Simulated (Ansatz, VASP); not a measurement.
## Two plane-wave programs on CdF2

```
Cd F
1.0
     2.70029    2.70029    0.00000
    -2.70029    2.70029    0.00000
     0.00000    0.00000    5.81036
Cd F
2 4
Direct
  0.00000 0.00000 0.00000
  0.50000 0.50000 0.50000
  0.00000 0.50000 0.75000
  0.50000 0.00000 0.75000
  0.50000 0.00000 0.25000
  0.00000 0.50000 0.25000
```

Alike in both runs: task single point; functional PBE; k mesh 6 × 6 × 4; occupations gaussian, width 0.02 eV; no spin polarisation.

|  | VASP | Ansatz |
| --- | --- | --- |
| version | VASP 6.6.1 | Ansatz 0.2.0 |
| potentials or method | VASP PAW PBE potentials, release 64 (Cd, F), cutoff 520 eV | scalar-relativistic, plane waves, PAW |
| valence electrons in the cell | 52 | 68 |

VASP gave:

| Quantity | Value |
| --- | --- |
| gap on the k mesh at the Fermi level (eV) | 2.64 |
| least direct gap on the mesh (eV) | 2.73 |
| pressure (GPa) | -2.1 |
| traceless stress, the component that is largest in VASP (GPa) | -5.00 |

Q: Which values does Ansatz return?

A: gap on the k mesh at the Fermi level (eV): 2.67; least direct gap on the mesh (eV): 2.75; pressure (GPa): -2.5; traceless stress, the component that is largest in VASP (GPa): -5.06.

VASP's potentials hold 52 valence electrons a cell and Ansatz's 68, so a difference there can come from the potentials and not from the codes.
